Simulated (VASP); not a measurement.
# Sr (P-1) in VASP: single point with rpbe exchange, lyp correlation

Aim: the single point of Sr with rpbe exchange, lyp correlation.

All numbers are computed with VASP 6.6.1; they aren't measurements. Logs are shortened: lines on timing, memory, paths and dates and some standing lists are left out, and cuts for length are marked.

### 1 The cell of the first run

The typed cell holds 1 atom: a = 4.274 Å, b = 4.381 Å, c = 4.209 Å, α = 60.06°, β = 61.25°, γ = 60.15°.

### 2 Single point, rpbe exchange, lyp correlation (the cell strained at random)

The input, INCAR:

```
SYSTEM = Sr
  ALGO = Normal
  EDIFF = 1E-6
  ENCUT = 500
  GGA = LIBXC
  GGA_COMPAT = .False.
  ISIF = 2
  ISMEAR = -1
  LASPH = .True.
  LCHARG = .False.
  LIBXC1 = GGA_X_RPBE
  LIBXC2 = GGA_C_LYP
  LREAL = .False.
  LWAVE = .False.
  NBANDS = 11
  NELM = 120
  PREC = Accurate
  SIGMA = 0.15
```

The input, KPOINTS:

```
k-points
0
Gamma
  8 8 8
  0 0 0
```

The input, POSCAR:

```
Sr
1.0
   -0.0247620000      2.9661480000      3.0765780000
    3.0879030000     -0.0555610000      3.1073770000
    3.0210370000      2.9300810000      0.0113050000
Sr
1
Direct
    0.0000000000      0.0000000000      0.0000000000
```

Potentials or basis: VASP PAW PBE potentials, release 64 (Sr_sv).

Command:

```
> cat potpaw_PBE.64/Sr_sv/POTCAR > POTCAR
> mpirun -np 1 vasp_std > vasp.out
```

OUTCAR:

```text
SYSTEM = Sr
   EDIFF = 1E-6
   ENCUT = 500
   GGA = LIBXC
   ISIF = 2
   ISMEAR = -1
   LASPH = .True.
   LREAL = .False.
   NELM = 120
   PREC = Accurate

 ion  position               nearest neighbor table
   1  0.000  0.000  0.000-

  LATTYP: Found a triclinic cell.
 ALAT       =     7.2991918537
 B/A-ratio  =     0.5765819871
 C/A-ratio  =     0.8456860020
 COS(alpha) =     0.0053836332
 COS(beta)  =     0.4232814422
 COS(gamma) =     0.8581978239

  Lattice vectors:

 A1 = (  -2.9962750000,  -5.8962290000,  -3.0878830000)
 A2 = (  -3.0210370000,  -2.9300810000,  -0.0113050000)
 A3 = (  -0.0421040000,   0.0194940000,  -6.1726500000)

Analysis of symmetry for initial positions (statically):
=====================================================================
 Subroutine PRICEL returns:
 Original cell was already a primitive cell.

 Routine SETGRP: Setting up the symmetry group for a
 triclinic supercell.

 Subroutine GETGRP returns: Found  2 space group operations
 (whereof  2 operations were pure point group operations)
 out of a pool of  2 trial point group operations.

The static configuration has the point symmetry S_2 .

Analysis of symmetry for dynamics (positions and initial velocities):
=====================================================================
 Subroutine PRICEL returns:
 Original cell was already a primitive cell.

 Routine SETGRP: Setting up the symmetry group for a
 triclinic supercell.

 Subroutine GETGRP returns: Found  2 space group operations
 (whereof  2 operations were pure point group operations)
 out of a pool of  2 trial point group operations.

The dynamic configuration has the point symmetry S_2 .

 Subroutine INISYM returns: Found  2 space group operations
 (whereof  2 operations are pure point group operations),
 and found     1 'primitive' translations

----------------------------------------------------------------------------------------

                                     Primitive cell

  volume of cell :      56.3193

  direct lattice vectors                    reciprocal lattice vectors
    -0.024762000  2.966148000  3.076578000    -0.161676178  0.166063618  0.163632226
     3.087903000 -0.055561000  3.107377000     0.159467274 -0.165036329  0.160396033
     3.021037000  2.930081000  0.011305000     0.166690147  0.170050298 -0.162604937

  length of vectors
     4.273637713  4.381098468  4.208582543     0.283710798  0.279988729  0.288345408

  position of ions in fractional coordinates (direct lattice)
     0.000000000  0.000000000  0.000000000

  ion indices of the primitive-cell ions
   primitive index   ion index
                 1           1

----------------------------------------------------------------------------------------

 KPOINTS: k-points

Automatic generation of k-mesh.
 Grid dimensions read from file:
 generate k-points for:    8    8    8

 Generating k-lattice:

  Cartesian coordinates                     Fractional coordinates (reciprocal lattice)
    -0.020209522  0.020757952  0.020454028     0.125000000  0.000000000 -0.000000000
     0.019933409 -0.020629541  0.020049504     0.000000000  0.125000000 -0.000000000
     0.020836268  0.021256287 -0.020325617     0.000000000  0.000000000  0.125000000

  Length of vectors
     0.035463850  0.034998591  0.036043176

  Shift w.r.t. Gamma in fractional coordinates (k-lattice)
     0.000000000  0.000000000  0.000000000

 Subroutine IBZKPT returns following result:
 ===========================================

 Found    260 irreducible k-points:

 Following reciprocal coordinates:
            Coordinates               Weight
  0.000000  0.000000  0.000000      1.000000
  0.125000  0.000000  0.000000      2.000000
  0.250000  0.000000  0.000000      2.000000
  0.375000  0.000000  0.000000      2.000000
  0.500000  0.000000  0.000000      1.000000
 -0.000000  0.125000 -0.000000      2.000000
[... 16 lines left out ...]
  0.125000  0.375000 -0.000000      2.000000
  0.250000  0.375000  0.000000      2.000000
 [... further k-points ...]
   k-points           NKPTS =    260   k-points in BZ     NKDIM =    260   number of bands    NBANDS=     11
   number of dos      NEDOS =    301   number of ions     NIONS =      1
   total plane-waves  NPLWV =  32768
   dimension x,y,z NGX =    32 NGY =   32 NGZ =   32
   dimension x,y,z NGXF=    64 NGYF=   64 NGZF=   64
   ions per type =               1
   NGX,Y,Z   is equivalent  to a cutoff of  12.45, 12.14, 12.64 a.u.
   NGXF,Y,Z  is equivalent  to a cutoff of  24.90, 24.29, 25.28 a.u.
 SYSTEM =  Sr
   PREC   = accura    normal or accurate (medium, high low for compatibility)
   ISTART =      0    job   : 0-new  1-cont  2-samecut
   ICHARG =      2    charge: 1-file 2-atom 10-const
   ISPIN  =      1    spin polarized calculation?
   LNONCOLLINEAR =      F non collinear calculations
   LSORBIT =      F    spin-orbit coupling
   LASPH  =      T    aspherical Exc in radial PAW
   ENCUT  =  500.0 eV  36.75 Ry    6.06 a.u.   7.79  7.99  7.67*2*pi/ulx,y,z
   NELM   =    120;   NELMIN=  2; NELMDL= -5     # of ELM steps
   EDIFF  = 0.1E-05   stopping-criterion for ELM
   LREAL  =      F    real-space projection
   EDIFFG = 0.1E-04   stopping-criterion for IOM
   NSW    =      0    number of steps for IOM
   IBRION =     -1    ionic relax: 0-MD 1-quasi-New 2-CG
   NFREE  =      0    steps in history (QN), initial steepest desc. (CG)
   ISIF   =      2    stress and relaxation
   ISYM   =      2    0-nonsym 1-usesym 2-fastsym
   POTIM  = 0.5000    time-step for ionic-motion
   TEBEG  =    0.0;   TEEND  =   0.0 temperature during run
   PSTRESS=    0.0 pullay stress
   NELECT =      10.0000    total number of electrons
   NUPDOWN=      -1.0000    fix difference up-down
   EMIN   =  10.00;   EMAX   =-10.00  energy-range for DOS
   EFERMI =   0.00;   METHOD = LEGACY
   ISMEAR =    -1;   SIGMA  =   0.15  broadening in eV -4-tet -1-fermi 0-gaus
   EFERMI_NEDOS =   21; number of points for ismear=-14 and -15
   IALGO  =     38    algorithm
   IMIX   =      4    mixing-type and parameters
     AMIX     =   0.40;   BMIX     =  1.00
     AMIX_MAG =   1.60;   BMIX_MAG =  1.00
  volume/ion in A,a.u.               =      56.32       380.06
  Fermi-wavevector in a.u.,A,eV,Ry     =   0.920144  1.738819 11.519569  0.846664
  Thomas-Fermi vector in A             =   2.045416
   LORBIT       =      0    0 simple, 1 ext, 2 COOP (PROOUT), +10 PAW based schemes
   GGA     = LIBXC    functional components
   LHFCALC =     F    Hartree Fock is set to
   AEXX    =    0.0000 exact exchange contribution
   IVDW    =     0    specifies the selected vdW correction
   LEPSILON=     F    determine dielectric tensor
   LRPA    =     F    only Hartree local field effects (RPA)
 non-spin polarized calculation
  energy-cutoff  :      500.00
  volume of cell :       56.32
 maximum number of plane-waves:      1443
   NGX = 15   NGY = 15   NGZ = 15

 number of electron      10.0000000 magnetization

 Free energy of the ion-electron system (eV)
  ---------------------------------------------------
  ext. energy  EPLUGINS =         0.00000000
  ---------------------------------------------------
  free energy    TOTEN  =        -0.85582889 eV

  energy without entropy =       -0.75779763  energy(sigma->0) =       -0.80681326

 E-fermi :   2.0131     XC(G=0):  -6.7293

 val. band max:        1.9958119858   @ k =  -0.3750   0.0000   0.3750
 cond. band min:       2.0372872906   @ k =   0.2500  -0.3750   0.1250
 fundamental gap:      0.0414753048
 Fermi energy:         2.0131209036

 k-point     1 :       0.0000    0.0000    0.0000
  band No.  band energies     occupation
      1     -34.7731      2.00000
      2     -16.6679      2.00000
      3     -16.6652      2.00000
      4     -16.6622      2.00000
      5      -1.5137      2.00000
      6       4.1299      0.00000
      7       4.2410      0.00000
      8       4.4495      0.00000
      9       5.5171      0.00000
     10       5.7683      0.00000
     11       9.1644      0.00000

 k-point     2 :       0.1250    0.0000    0.0000
  band No.  band energies     occupation
      1     -34.7714      2.00000
      2     -16.6917      2.00000
      3     -16.6710      2.00000
      4     -16.6656      2.00000
      5      -1.2715      2.00000
      6       3.9156      0.00001
      7       4.2201      0.00000
      8       4.5559      0.00000
      9       5.4185      0.00000
     10       5.6403      0.00000
     11       9.6966      0.00000

 k-point     3 :       0.2500    0.0000    0.0000
  band No.  band energies     occupation
      1     -34.7672      2.00000
      2     -16.7537      2.00000
      3     -16.6798      2.00000
      4     -16.6736      2.00000
      5      -0.5972      2.00000
      6       3.2594      0.00049
      7       4.2207      0.00000
      8       4.6307      0.00000
      9       5.5526      0.00000
     10       5.6882      0.00000
     11       8.7232      0.00000

 k-point     4 :       0.3750    0.0000    0.0000
  band No.  band energies     occupation
      1     -34.7629      2.00000
      2     -16.8147      2.00000
      3     -16.6887      2.00000
      4     -16.6813      2.00000
      5       0.3257      1.99997
      6       2.5884      0.04229
      7       4.0219      0.00000
      8       4.4489      0.00000
      9       6.1594      0.00000
     10       6.2659      0.00000
     11       7.7619      0.00000
[... 239 lines left out ...]
 k-point    22 :      -0.0000    0.3750   -0.0000
  band No.  band energies     occupation
      1     -34.7639      2.00000
      2     -16.8090      2.00000
      3     -16.6856      2.00000
      4     -16.6778      2.00000
      5       0.2751      1.99998
      6       2.5276      0.06277
      7       4.1148      0.00000
      8       4.4070      0.00000
      9       6.1918      0.00000
     10       6.2565      0.00000
     11       7.7124      0.00000

 k-point    23 :       0.1250    0.3750   -0.0000
  band No.  band energies     occupation
      1     -34.7639      2.00000
      2     -16.7902      2.00000
      3     -16.6941      2.00000
      4     -16.6858      2.00000
      5       0.1503      1.99999
      6       2.7371      0.01590
      7       3.8837      0.00001
      8       4.6372      0.00000
      9       5.7163      0.00000
     10       6.3899      0.00000
     11       8.0542      0.00000

 k-point    24 :       0.2500    0.3750    0.0000
  band No.  band energies     occupation
      1     -34.7623      2.00000
      2     -16.7842      2.00000
      3     -16.7150      2.00000
      4     -16.6990      2.00000
      5       0.3563      1.99997
      6       2.7790      0.01205
      7       3.4803      0.00011
      8       5.2271      0.00000
      9       5.5047      0.00000
     10       6.4610      0.00000
     11       8.3686      0.00000

 [... further k-points ...]

------------------------ aborting loop because EDIFF is reached ----------------------------------------

  FORCE on cell =-STRESS in cart. coord.  units (eV):
  Direction    XX          YY          ZZ          XY          YZ          ZX
  --------------------------------------------------------------------------------------
  -------------------------------------------------------------------------------------
  Total        0.2305740      0.2625343      0.2100199      0.1243449      0.0269463     -0.0492645
  in kB        6.5593895      7.4686001      5.9746633      3.5373753      0.7665694     -1.4014814
  external PRESSURE =       6.6675509 kB  Pullay stress =       0.0000000 kB

 VOLUME and BASIS-vectors are now :
 -----------------------------------------------------------------------------
  energy-cutoff  :      500.00
  volume of cell :       56.32
      direct lattice vectors                 reciprocal lattice vectors
    -0.024762000  2.966148000  3.076578000    -0.161676178  0.166063618  0.163632226
     3.087903000 -0.055561000  3.107377000     0.159467274 -0.165036329  0.160396033
     3.021037000  2.930081000  0.011305000     0.166690147  0.170050298 -0.162604937

 POSITION                                       TOTAL-FORCE (eV/Angst)
 -----------------------------------------------------------------------------------
      0.00000      0.00000      0.00000         0.000000      0.000000     -0.000000
 -----------------------------------------------------------------------------------
    total drift:                                0.000000      0.000000      0.000000

  FREE ENERGIE OF THE ION-ELECTRON SYSTEM (eV)
  ---------------------------------------------------
  free  energy   TOTEN  =        -0.8558288862 eV

  energy  without entropy=       -0.7577976348  energy(sigma->0) =       -0.80681326
```

Run time: 71 s. Hardware: 1 thread of Intel Xeon Platinum 8259CL at 2.50GHz (Skylake/Cascade Lake), shared host; peak memory 0.28 GiB.

Results:

* Free energy: -0.8558 eV
* Pressure: 0.7 GPa
* Band gap on the k mesh: zero (bands 5 and 6 overlap by 0.11 eV)

Stress tensor (GPa, compression positive):
```
 0.66  0.35 -0.14
 0.35  0.75  0.08
-0.14  0.08  0.60
```

Levels at points of the mesh, in eV from the Fermi level:
```csv
k point,band 1,band 2,band 3,band 4,band 5,band 6,band 7,band 8,band 9,band 10
"(0.00, 0.00, 0.00)",-36.79,-18.68,-18.68,-18.68,-3.53,2.12,2.23,2.44,3.50,3.76
"(0.50, 0.00, 0.00)",-36.77,-18.85,-18.71,-18.70,-1.07,0.14,1.91,2.34,4.55,4.65
"(0.00, 0.50, 0.00)",-36.78,-18.85,-18.70,-18.69,-1.13,0.07,2.01,2.30,4.52,4.63
"(0.50, 0.50, 0.00)",-36.77,-18.84,-18.75,-18.73,-0.63,0.40,1.01,4.59,4.81,4.97
"(0.00, 0.00, 0.50)",-36.77,-18.86,-18.71,-18.70,-1.00,0.23,1.94,2.21,4.55,4.69
"(0.50, 0.00, 0.50)",-36.77,-18.85,-18.75,-18.75,-0.53,0.32,1.33,4.58,4.87,4.91
"(0.00, 0.50, 0.50)",-36.77,-18.85,-18.75,-18.73,-0.61,0.39,1.07,4.56,4.79,4.96
"(0.50, 0.50, 0.50)",-36.77,-18.86,-18.71,-18.70,-1.02,0.20,2.05,2.14,4.46,4.73
```

Caveat: the cell differs from its parent crystal (the cell strained at random); the PAW data sets were made with another functional, which shifts forces and pressure a little.
